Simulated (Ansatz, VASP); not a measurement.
# SnSe4: VASP beside Ansatz

```
CELL_PARAMETERS angstrom
5.11354 0.00000 0.00000
0.00000 5.11354 0.00000
0.00000 0.00000 5.11354
ATOMIC_POSITIONS crystal
Sn 0.00000 0.00000 0.00000
Se 0.29647 0.29647 0.29647
Se 0.70353 0.70353 0.29647
Se 0.29647 0.70353 0.70353
Se 0.70353 0.29647 0.70353
```

Change from the starting cell: species swapped into the SnI4 type (P-43m, No. 215).

Alike in both runs: functional PBE; k mesh 4 × 4 × 4; occupations gaussian, width 0.1 eV; no spin polarisation.

Ansatz relaxed the structure, and its values are those at the end. VASP's run is a single point on that final structure, the one shown.

|  | VASP | Ansatz |
| --- | --- | --- |
| version | VASP 6.6.1 | Ansatz 0.2.0 |
| potentials or method | VASP PAW PBE potentials, release 64 (Sn_d, Se), cutoff 520 eV | scalar-relativistic, plane waves, PAW |
| valence electrons in the cell | 38 | 78 |

|  | VASP | Ansatz | Ansatz less VASP |
| --- | --- | --- | --- |
| gap on the k mesh at the Fermi level (eV) | none | none | - |
| pressure (GPa) | 0.2 | 0.2 | -0.01 |
| rms of the force components (eV/Å) | 0.015 | 0.019 | +0.0041 |

A gap of «none» marks a metal or a gap that the smearing closes. VASP's potentials hold 38 valence electrons a cell and Ansatz's 78, so a difference there can come from the potentials and not from the codes.
